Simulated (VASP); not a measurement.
Here is a VASP 6.6.1 calculation.

File INCAR:

```
PREC = Accurate ; ENCUT = 520
EDIFF = 1E-7 ; ISMEAR = 0
SIGMA = 0.1 ; LREAL = F
LASPH = T ; NELM = 80
ALGO = Normal ; ISIF = 2
LWAVE = F ; LCHARG = F
LDIPOL = T ; IDIPOL = 3
DIPOL = 0.5 0.5 0.326 ; GGA = PE
NBANDS = 57
```

The input KPOINTS:

```
Automatic mesh
0
Gamma
  6 6 1
```

File POSCAR:

```
Mo6CO
1.0
    4.4695765303      0.0000000000      0.0000000000
   -2.2347882651      3.8707668194      0.0000000000
    0.0000000000      0.0000000000     22.2595667262
Mo C O
6 1 1
Direct
    0.6666666667      0.3333333333      0.1796980170
    0.3333333333      0.6666666667      0.2206848206
    0.0000000000      0.0000000000      0.2616716241
    0.6666666667      0.3333333333      0.2990464568
    0.3333333333      0.6666666667      0.3355219825
    0.0000000000      0.0000000000      0.3710569405
    0.1666666667      0.3333333333      0.4537180283
    0.2726203322      0.5452406645      0.4905670774
```

Potentials or basis: VASP PAW PBE potentials, release 64 (Mo_sv, C, O).

Command:

```bash
$ cat potpaw_PBE.64/Mo_sv/POTCAR potpaw_PBE.64/C/POTCAR potpaw_PBE.64/O/POTCAR > POTCAR
$ mpirun -np 1 vasp_std > vasp.out
```

Problem. Predict the largest force.

Solution. 2.326 eV/Å.

Problem. What does it give for the band gap on the k mesh?

Solution. 0.02 eV (least direct gap 0.06 eV).

Forces in eV/Å, atoms in the order of the input:
```
Mo   0.000 -0.029  1.539
Mo   0.000 -0.037 -0.176
Mo   0.000  0.195 -2.318
Mo   0.000  0.115 -0.673
Mo   0.000  0.039  0.428
Mo   0.000 -0.070  2.150
C    0.000 -0.114 -1.680
O    0.000 -0.097  0.731
```
